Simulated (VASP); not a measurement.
**N: single point with LDA**

Crystal: N.

```
CELL_PARAMETERS angstrom
3.91932 0.00000 0.00000
-1.95966 3.39423 0.00000
0.00000 0.00000 6.36120
ATOMIC_POSITIONS crystal
N 0.33333 0.66667 0.25000
N 0.66667 0.33333 0.75000
```

This cell differs from its parent crystal: strain +0.080 along x and y, +0.080 along z.

```
Program             : VASP 6.6.1
Task                : single point
Functional          : LDA
Potentials or basis : VASP PAW LDA potentials, release 64 (N)
Cutoff              : 520 eV
k mesh              : 15 × 15 × 8
Occupations         : gaussian, width 0.15 eV
Spin                : no spin polarisation
```

The pressure is -4.8 GPa and the band gap on the k mesh is zero (bands 5 and 6 overlap by 0.47 eV).

Stress tensor (GPa, compression positive):
```
-4.76  0.00  0.00
 0.00 -4.76  0.00
 0.00  0.00 -4.84
```

Levels at points of the mesh, in eV from the Fermi level:
| k point | band 1 | band 2 | band 3 | band 4 | band 5 | band 6 | band 7 | band 8 | band 9 | band 10 |
| --- | --- | --- | --- | --- | --- | --- | --- | --- | --- | --- |
| (0.00, 0.00, 0.00) | -11.42 | -11.23 | -0.62 | 0.21 | 0.21 | 0.31 | 0.31 | 0.31 | 6.29 | 9.78 |
| (0.00, 0.00, 0.50) | -11.33 | -11.33 | -0.19 | -0.19 | 0.26 | 0.26 | 0.26 | 0.26 | 7.45 | 7.45 |

It took 95 s on 1 thread of AMD EPYC 7R13 (shared host), peak memory 0.2 GiB.

Caveat: the cell differs from its parent crystal (strain +0.080 along x and y, +0.080 along z); the cell stands under tension.
